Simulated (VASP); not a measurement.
Write the native input for VASP 6.6.1 that does the following.

* Task: single point
* Functional: BLYP
* Potentials or basis: VASP PAW PBE potentials, release 64 (Cu)
* Cutoff: 520 eV
* k mesh: 14 × 14 × 14
* Occupations: fermi-dirac, width 0.1 eV
* Spin: no spin polarisation
* Dipole correction: no
* Further INCAR settings: ALGO = Normal; EDIFF = 1e-06; NBANDS = 12

The structure of Cu lies in POSCAR:

```
Cu
1.0
    2.4880583934      0.0000000000      0.0000000000
    0.0000000000      2.4880583934      0.0000000000
    0.0000000000      0.0000000000      2.4880583934
Cu
1
Direct
    0.0000000000      0.0000000000      0.0000000000
```

This cell differs from its parent crystal: volume scaled by 1.04.

These files were run (other wordings do the same):

INCAR

```
SYSTEM = Cu
PREC     = Accurate       ! precision mode
ENCUT    = 520            ! plane-wave cutoff, eV
EDIFF    = 1E-6           ! SCF threshold, eV
ISMEAR   = -1             ! smearing method
SIGMA    = 0.1            ! smearing width, eV
LREAL    = .FALSE.        ! projectors in reciprocal space
LASPH    = .TRUE.         ! aspherical terms in the spheres
NELM     = 60             ! most SCF steps
ALGO     = Normal         ! electronic algorithm
ISIF     = 2              ! what is computed and relaxed
LWAVE    = .FALSE.        ! write WAVECAR
LCHARG   = .FALSE.        ! write CHGCAR
GGA      = B5             ! functional
ALDAX    = 1.0          
AGGAX    = 1.0          
AGGAC    = 1.0          
ALDAC    = 0.0          
NBANDS   = 12             ! bands
```

KPOINTS

```
regular mesh
0
G
  14 14 14
  0 0 0
```

Potentials or basis: VASP PAW PBE potentials, release 64 (Cu).

Command:

```console
$ cat potpaw_PBE.64/Cu/POTCAR > POTCAR
$ mpirun -np 1 vasp_std > vasp.out
```

It gave:

```
Pressure : -2.6 GPa
```

Caveat: the PAW data sets were made with another functional, which shifts forces and pressure a little.

It took 14 s on 1 thread of Intel Xeon 6975P-C, with other jobs on the host, peak memory 0.14 GiB.
